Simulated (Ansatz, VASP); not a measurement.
**Ca3Y2: VASP beside Ansatz**

```xyz
5
Lattice="4.7585 0.0000 0.0000 0.0000 4.7585 0.0000 0.0000 0.0000 8.5861" Properties=species:S:1:pos:R:3 pbc="T T T"
Ca    2.3792    0.0000    7.2229
Ca    0.0000    2.3792    7.2229
Ca    0.0000    0.0000    2.9298
Y     2.3792    2.3792    4.5401
Y     2.3792    2.3792    1.3195
```

Alike in both runs: functional PBE; k mesh 4 × 4 × 3; occupations gaussian, width 0.2 eV; no spin polarisation.

Ansatz relaxed the structure, and its values are those at the end. VASP's run is a single point on that final structure, the one shown.

|  | VASP | Ansatz |
| --- | --- | --- |
| version | VASP 6.6.1 | Ansatz 0.2.0 |
| potentials or method | VASP PAW PBE potentials, release 64 (Ca_sv, Y_sv), cutoff 520 eV | scalar-relativistic, plane waves, PAW |
| valence electrons in the cell | 52 | 52 |

|  | VASP | Ansatz | Ansatz less VASP |
| --- | --- | --- | --- |
| gap on the k mesh at the Fermi level (eV) | none | none | - |
| pressure (GPa) | 0.3 | 0.2 | -0.02 |
| rms of the force components (eV/Å) | 0.010 | 0.008 | -0.0018 |

A gap of «none» marks a metal or a gap that the smearing closes. The functional is the same, so the differences come from potentials, cutoffs and numerics.
